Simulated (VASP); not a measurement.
Set up this calculation in VASP 6.6.1, as the native input.

| Item | Value |
| --- | --- |
| Task | single point |
| Functional | r2SCAN |
| Potentials or basis | VASP PAW PBE potentials, release 64 (V_sv) |
| Cutoff | 520 eV |
| k mesh | 9 × 9 × 9 |
| Occupations | gaussian, width 0.05 eV |
| Spin | collinear spin, ferromagnetic start |
| Starting moments | [2.0] μB |
| Dipole correction | no |
| Further INCAR settings | ALGO = Normal; EDIFF = 1e-06; NBANDS = 16 |

Crystal: V.

```
V
1.0
    -1.51699    1.52013    1.57756
     1.49873   -1.47807    1.51724
     1.50658    1.46766   -1.53549
V
1
Direct
  0.01027 0.00456 0.99881
```

One way to write it, as run:

POSCAR

```
V
1.0
   -1.5169890000      1.5201330000      1.5775550000
    1.4987350000     -1.4780690000      1.5172360000
    1.5065820000      1.4676620000     -1.5354910000
V
1
Direct
    0.0102680000      0.0045550000     -0.0011910000
```

INCAR.step1

```
ALGO = Normal
EDIFF = 1E-4
ENCUT = 520
GGA = PE
ISMEAR = 0
ISPIN = 2
LASPH = True
LCHARG = False
LMAXMIX = 4
LREAL = False
LWAVE = True
MAGMOM = 2
NBANDS = 16
NELM = 150
PREC = Accurate
SIGMA = 0.05
```

INCAR.step2

```
ALGO = Normal
EDIFF = 1E-6
ENCUT = 520
ISIF = 2
ISMEAR = 0
ISPIN = 2
ISTART = 1
LASPH = True
LCHARG = False
LMAXMIX = 4
LMIXTAU = True
LORBIT = 11
LREAL = False
LWAVE = False
MAGMOM = 2
METAGGA = R2SCAN
NBANDS = 16
NELM = 150
PREC = Accurate
SIGMA = 0.05
```

KPOINTS

```
k-points
0
Gamma
  9 9 9
```

Potentials or basis: VASP PAW PBE potentials, release 64 (V_sv).

Launch:

```console
$ cat potpaw_PBE.64/V_sv/POTCAR > POTCAR
$ cp INCAR.step1 INCAR
$ mpirun -np 1 vasp_std > vasp.out
$ cp INCAR.step2 INCAR
$ mpirun -np 1 vasp_std > vasp.out
```

Results of the run:

| Property | Result |
| --- | --- |
| Pressure | -7.7 GPa |
| Net moment | 0.01 μB per cell |
| Valence electrons inside the program's atomic spheres | V 11.57 |

Caveat: the cell stands under tension; the PAW data sets were made with another functional, which shifts forces and pressure a little.

Wall time 3.4 min on 1 thread of Intel(R) Xeon(R) 6975P-C (Granite Rapids), on a shared host, peak memory 0.22 GiB.
